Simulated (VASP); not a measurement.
# Ti (P6/mmm) in VASP: single point with r2SCAN

Aim: the single point of Ti with r2SCAN.

Everything below comes from runs of VASP 6.6.1. Logs are shortened: lines on timing, memory, paths and dates and some standing lists are left out, and cuts for length are marked.

## (1) The cell of the first run

The structure is hexagonal, space group P6/mmm (No. 191). Conventional cell: a = 2.718 Å, b = 2.718 Å, c = 2.727 Å, α = 90.00°, β = 90.00°, γ = 120.00°. Within 3.6 Å of Ti (site symmetry 6/mmm) lie 8 Ti at 2.72 to 2.73 Å.

This isn't the form of Ti at room conditions, which is hcp.

## (2) Single point, r2SCAN

POSCAR

```
Ti
1.0
    2.7181589746      0.0000000000      0.0000000000
   -1.3590794873      2.3539947235      0.0000000000
    0.0000000000      0.0000000000      2.7270100861
Ti
1
Direct
    0.0000000000      0.0000000000      0.0000000000
```

INCAR.step1

```
SYSTEM = Ti
PREC     = Accurate       ! precision mode
ENCUT    = 520            ! plane-wave cutoff, eV
ISMEAR   = 0              ! smearing method
SIGMA    = 0.1            ! smearing width, eV
LREAL    = .False.        ! projectors in reciprocal space
LASPH    = .True.         ! aspherical terms in the spheres
NELM     = 60             ! most SCF steps
NBANDS   = 12             ! bands
GGA      = PE             ! functional
ALGO     = Normal         ! electronic algorithm
EDIFF    = 1E-4           ! SCF threshold, eV
LWAVE    = .True.         ! write WAVECAR
LCHARG   = .False.        ! write CHGCAR
```

INCAR.step2

```
SYSTEM = Ti
PREC     = Accurate       ! precision mode
ENCUT    = 520            ! plane-wave cutoff, eV
EDIFF    = 1E-7           ! SCF threshold, eV
ISMEAR   = 0              ! smearing method
SIGMA    = 0.1            ! smearing width, eV
LREAL    = .False.        ! projectors in reciprocal space
LASPH    = .True.         ! aspherical terms in the spheres
NELM     = 60             ! most SCF steps
ALGO     = Normal         ! electronic algorithm
ISIF     = 2              ! what is computed and relaxed
LWAVE    = .False.        ! write WAVECAR
LCHARG   = .True.         ! write CHGCAR
METAGGA  = R2SCAN         ! meta-GGA
LMIXTAU  = .True.       
LELF     = .True.         ! ELF
LVHAR    = .True.       
NBANDS   = 12             ! bands
ISTART   = 1
```

KPOINTS

```
regular mesh
0
Gamma
  24 24 22
  0 0 0
```

Potentials or basis: VASP PAW PBE potentials, release 64 (Ti_sv).

Started as:

```sh
cat potpaw_PBE.64/Ti_sv/POTCAR > POTCAR
cp INCAR.step1 INCAR
mpirun -np 1 vasp_std > vasp.out
cp INCAR.step2 INCAR
mpirun -np 1 vasp_std > vasp.out
```

OUTCAR:

```text
SYSTEM = Ti
   PREC = Accurate
   ENCUT = 520
   EDIFF = 1E-7
   ISMEAR = 0
   LREAL = .False.
   LASPH = .True.
   NELM = 60
   ISIF = 2
   METAGGA = R2SCAN
   ISTART = 1

 ion  position               nearest neighbor table
   1  0.000  0.000  0.000-

  LATTYP: Found a hexagonal cell.
 ALAT       =     2.7181589746
 C/A-ratio  =     1.0032562891

  Lattice vectors:

 A1 = (   2.7181589746,   0.0000000000,   0.0000000000)
 A2 = (  -1.3590794873,   2.3539947235,   0.0000000000)
 A3 = (   0.0000000000,   0.0000000000,   2.7270100861)

Analysis of symmetry for initial positions (statically):
=====================================================================
 Subroutine PRICEL returns:
 Original cell was already a primitive cell.

 Routine SETGRP: Setting up the symmetry group for a
 hexagonal supercell.

 Subroutine GETGRP returns: Found 24 space group operations
 (whereof 24 operations were pure point group operations)
 out of a pool of 24 trial point group operations.

The static configuration has the point symmetry D_6h.

Analysis of symmetry for dynamics (positions and initial velocities):
=====================================================================
 Subroutine PRICEL returns:
 Original cell was already a primitive cell.

 Routine SETGRP: Setting up the symmetry group for a
 hexagonal supercell.

 Subroutine GETGRP returns: Found 24 space group operations
 (whereof 24 operations were pure point group operations)
 out of a pool of 24 trial point group operations.

The dynamic configuration has the point symmetry D_6h.

 Subroutine INISYM returns: Found 24 space group operations
 (whereof 24 operations are pure point group operations),
 and found     1 'primitive' translations

----------------------------------------------------------------------------------------

                                     Primitive cell

  volume of cell :      17.4489

  direct lattice vectors                    reciprocal lattice vectors
     2.718158975  0.000000000  0.000000000     0.367896068  0.212404894  0.000000000
    -1.359079487  2.353994724  0.000000000     0.000000000  0.424809788  0.000000000
     0.000000000  0.000000000  2.727010086     0.000000000  0.000000000  0.366701981

  length of vectors
     2.718158975  2.718158975  2.727010086     0.424809788  0.424809788  0.366701981

  position of ions in fractional coordinates (direct lattice)
     0.000000000  0.000000000  0.000000000

  ion indices of the primitive-cell ions
   primitive index   ion index
                 1           1

----------------------------------------------------------------------------------------

 KPOINTS: regular mesh

Automatic generation of k-mesh.
 Grid dimensions read from file:
 generate k-points for:   24   24   22

 Generating k-lattice:

  Cartesian coordinates                     Fractional coordinates (reciprocal lattice)
     0.015329003  0.008850204  0.000000000     0.041666667  0.000000000  0.000000000
     0.000000000  0.017700408  0.000000000     0.000000000  0.041666667  0.000000000
     0.000000000  0.000000000  0.016668272     0.000000000  0.000000000  0.045454545

  Length of vectors
     0.017700408  0.017700408  0.016668272

  Shift w.r.t. Gamma in fractional coordinates (k-lattice)
     0.000000000  0.000000000  0.000000000

 Subroutine IBZKPT returns following result:
 ===========================================

 Found    732 irreducible k-points:

 Following reciprocal coordinates:
            Coordinates               Weight
  0.000000  0.000000  0.000000      1.000000
  0.041667 -0.000000  0.000000      6.000000
  0.083333  0.000000  0.000000      6.000000
  0.125000  0.000000  0.000000      6.000000
  0.166667 -0.000000  0.000000      6.000000
  0.208333  0.000000  0.000000      6.000000
[... 16 lines left out ...]
  0.416667  0.041667  0.000000     12.000000
  0.458333  0.041667  0.000000     12.000000
 [... further k-points ...]
   k-points           NKPTS =    732   k-points in BZ     NKDIM =    732   number of bands    NBANDS=     12
   number of dos      NEDOS =    301   number of ions     NIONS =      1
   total plane-waves  NPLWV =   8000
   dimension x,y,z NGX =    20 NGY =   20 NGZ =   20
   dimension x,y,z NGXF=    40 NGYF=   40 NGZF=   40
   ions per type =               1
   NGX,Y,Z   is equivalent  to a cutoff of  12.23, 12.23, 12.19 a.u.
   NGXF,Y,Z  is equivalent  to a cutoff of  24.46, 24.46, 24.39 a.u.
 SYSTEM =  Ti
   PREC   = accura    normal or accurate (medium, high low for compatibility)
   ISTART =      1    job   : 0-new  1-cont  2-samecut
   ICHARG =      0    charge: 1-file 2-atom 10-const
   ISPIN  =      1    spin polarized calculation?
   LNONCOLLINEAR =      F non collinear calculations
   LSORBIT =      F    spin-orbit coupling
   LASPH  =      T    aspherical Exc in radial PAW
   ENCUT  =  520.0 eV  38.22 Ry    6.18 a.u.   5.05  5.05  5.07*2*pi/ulx,y,z
   NELM   =     60;   NELMIN=  2; NELMDL=  0     # of ELM steps
   EDIFF  = 0.1E-06   stopping-criterion for ELM
   LREAL  =      F    real-space projection
   EDIFFG = 0.1E-05   stopping-criterion for IOM
   NSW    =      0    number of steps for IOM
   IBRION =     -1    ionic relax: 0-MD 1-quasi-New 2-CG
   NFREE  =      0    steps in history (QN), initial steepest desc. (CG)
   ISIF   =      2    stress and relaxation
   ISYM   =      2    0-nonsym 1-usesym 2-fastsym
   POTIM  = 0.5000    time-step for ionic-motion
   TEBEG  =    0.0;   TEEND  =   0.0 temperature during run
   PSTRESS=    0.0 pullay stress
   NELECT =      12.0000    total number of electrons
   NUPDOWN=      -1.0000    fix difference up-down
   EMIN   =  10.00;   EMAX   =-10.00  energy-range for DOS
   EFERMI =   0.00;   METHOD = LEGACY
   ISMEAR =     0;   SIGMA  =   0.10  broadening in eV -4-tet -1-fermi 0-gaus
   EFERMI_NEDOS =   21; number of points for ismear=-14 and -15
   IALGO  =     38    algorithm
   IMIX   =      4    mixing-type and parameters
     AMIX     =   0.40;   BMIX     =  1.00
     AMIX_MAG =   1.60;   BMIX_MAG =  1.00
  volume/ion in A,a.u.               =      17.45       117.75
  Fermi-wavevector in a.u.,A,eV,Ry     =   1.445039  2.730728 28.410836  2.088138
  Thomas-Fermi vector in A             =   2.563266
   LORBIT       =      0    0 simple, 1 ext, 2 COOP (PROOUT), +10 PAW based schemes
   METAGGA = R2SCAN    functional components
   LHFCALC =     F    Hartree Fock is set to
   AEXX    =    0.0000 exact exchange contribution
   IVDW    =     0    specifies the selected vdW correction
   LEPSILON=     F    determine dielectric tensor
   LRPA    =     F    only Hartree local field effects (RPA)
 non-spin polarized calculation
 Gauss-broadening in eV      SIGMA  =   0.10
  energy-cutoff  :      520.00
  volume of cell :       17.45
 maximum number of plane-waves:       482
   NGX = 11   NGY = 11   NGZ = 11

 number of electron      12.0000002 magnetization

 Free energy of the ion-electron system (eV)
  ---------------------------------------------------
  ext. energy  EPLUGINS =         0.00000000
  ---------------------------------------------------
  free energy    TOTEN  =       -12.54672463 eV

  energy without entropy =      -12.54266843  energy(sigma->0) =      -12.54469653

 E-fermi :   8.0577     XC(G=0): -12.3128

 val. band max:        8.0520233732   @ k =   0.2917   0.2083   0.4545
 cond. band min:       8.0614352161   @ k =   0.3333   0.2500   0.0000
 fundamental gap:      0.0094118430
 Fermi energy:         8.0576714476

 k-point     1 :       0.0000    0.0000    0.0000
  band No.  band energies     occupation
      1     -50.8501      2.00000
      2     -25.7474      2.00000
      3     -25.4844      2.00000
      4     -25.4844      2.00000
      5       1.8627      2.00000
      6       6.7030      2.00000
      7       9.3406      0.00000
      8       9.3406      0.00000
      9      12.2951      0.00000
     10      12.2952      0.00000
     11      23.0665      0.00000
     12      24.9298      0.00000

 k-point     2 :       0.0417   -0.0000    0.0000
  band No.  band energies     occupation
      1     -50.8469      2.00000
      2     -25.7454      2.00000
      3     -25.5020      2.00000
      4     -25.4882      2.00000
      5       1.9235      2.00000
      6       6.7301      2.00000
      7       9.2851      0.00000
      8       9.3860      0.00000
      9      12.2425      0.00000
     10      12.2874      0.00000
     11      23.1734      0.00000
     12      24.9515      0.00000

 k-point     3 :       0.0833    0.0000    0.0000
  band No.  band energies     occupation
      1     -50.8377      2.00000
      2     -25.7395      2.00000
      3     -25.5536      2.00000
      4     -25.4994      2.00000
      5       2.1033      2.00000
      6       6.8091      2.00000
      7       9.1281      0.00000
      8       9.5206      0.00000
      9      12.0925      0.00000
     10      12.2647      0.00000
     11      23.4852      0.00000
     12      24.9583      0.00000
[... 286 lines left out ...]
 k-point    23 :       0.4167    0.0417    0.0000
  band No.  band energies     occupation
      1     -50.6691      2.00000
      2     -26.4329      2.00000
      3     -25.7074      2.00000
      4     -25.6322      2.00000
      5       5.4956      2.00000
      6       7.5730      2.00000
      7       8.7936      0.00000
      8      10.0845      0.00000
      9      11.8447      0.00000
     10      12.6411      0.00000
     11      17.4017      0.00000
     12      23.1436      0.00000

 k-point    24 :       0.4583    0.0417    0.0000
  band No.  band energies     occupation
      1     -50.6627      2.00000
      2     -26.4643      2.00000
      3     -25.7150      2.00000
      4     -25.6282      2.00000
      5       5.5378      2.00000
      6       7.7466      1.99999
      7       8.8330      0.00000
      8      10.0250      0.00000
      9      11.8297      0.00000
     10      12.8001      0.00000
     11      17.0407      0.00000
     12      22.9414      0.00000

 [... further k-points ...]

------------------------ aborting loop because EDIFF is reached ----------------------------------------

  FORCE on cell =-STRESS in cart. coord.  units (eV):
  Direction    XX          YY          ZZ          XY          YZ          ZX
  --------------------------------------------------------------------------------------
  -------------------------------------------------------------------------------------
  Total        0.0480561      0.0480561      0.0347311      0.0000000      0.0000000      0.0000000
  in kB        4.4125773      4.4125773      3.1890515      0.0000000      0.0000000      0.0000000
  external PRESSURE =       4.0047353 kB  Pullay stress =       0.0000000 kB

 VOLUME and BASIS-vectors are now :
 -----------------------------------------------------------------------------
  energy-cutoff  :      520.00
  volume of cell :       17.45
      direct lattice vectors                 reciprocal lattice vectors
     2.718158975  0.000000000  0.000000000     0.367896068  0.212404894  0.000000000
    -1.359079487  2.353994724  0.000000000     0.000000000  0.424809788  0.000000000
     0.000000000  0.000000000  2.727010086     0.000000000  0.000000000  0.366701981

 POSITION                                       TOTAL-FORCE (eV/Angst)
 -----------------------------------------------------------------------------------
      0.00000      0.00000      0.00000         0.000000      0.000000      0.000000
 -----------------------------------------------------------------------------------
    total drift:                               -0.000000      0.000000      0.000000

  FREE ENERGIE OF THE ION-ELECTRON SYSTEM (eV)
  ---------------------------------------------------
  free  energy   TOTEN  =       -12.5467246293 eV

  energy  without entropy=      -12.5426684274  energy(sigma->0) =      -12.54469653
```

Wall time 4.4 min (1 thread of Intel Xeon Platinum 8559C (Emerald Rapids), shared host); peak memory 0.24 GiB.

Results:

```yaml
Free_energy: -12.5467 eV
Pressure: 0.4 GPa
Band_gap_on_the_k_mesh: zero (bands 6 and 7 overlap by 0.68 eV)
```

Stress tensor (GPa, compression positive):
```
0.44 0.00 0.00
0.00 0.44 0.00
0.00 0.00 0.32
```

Levels at points of the mesh, in eV from the Fermi level:
```tsv
k point	band 4	band 5	band 6	band 7	band 8	band 9
(0.00, 0.00, 0.00)	-33.54	-6.19	-1.35	1.28	1.28	4.24
(0.50, 0.00, 0.00)	-33.69	-2.56	-0.29	0.83	1.95	3.80
(0.00, 0.00, 0.50)	-33.49	-2.46	-0.94	1.68	1.68	2.90
(0.50, 0.00, 0.50)	-33.70	-2.56	-1.26	2.00	4.80	4.85
```

Caveat: the PAW data sets were made with another functional, which shifts forces and pressure a little.
